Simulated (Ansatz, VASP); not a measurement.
One calculation of GaP, two programs

```
Ga P
1.0
     0.00000    2.72525    2.72525
     2.72525    0.00000    2.72525
     2.72525    2.72525    0.00000
Ga P
1 1
Cartesian
  0.0000 0.0000 0.0000
  1.3626 1.3626 1.3626
```

Alike in both runs: task single point; functional PBEsol; dispersion D3(BJ); k mesh 6 × 6 × 6; non-collinear spin, spin-orbit coupling.

```csv
,VASP,Ansatz
version,VASP 6.6.1,Ansatz 0.2.0
potentials or method,"VASP PAW PBE potentials, release 64 (Ga_d, P), cutoff 520 eV","plane waves, PAW"
occupations,"gaussian, width 0.01 eV",fixed
valence electrons in the cell,18,18
```

```tsv
	VASP	Ansatz	Ansatz less VASP
net moment per atom (μB)	0.00	0.00	0.000
```

VASP's potentials were made for PBE, not for PBEsol.
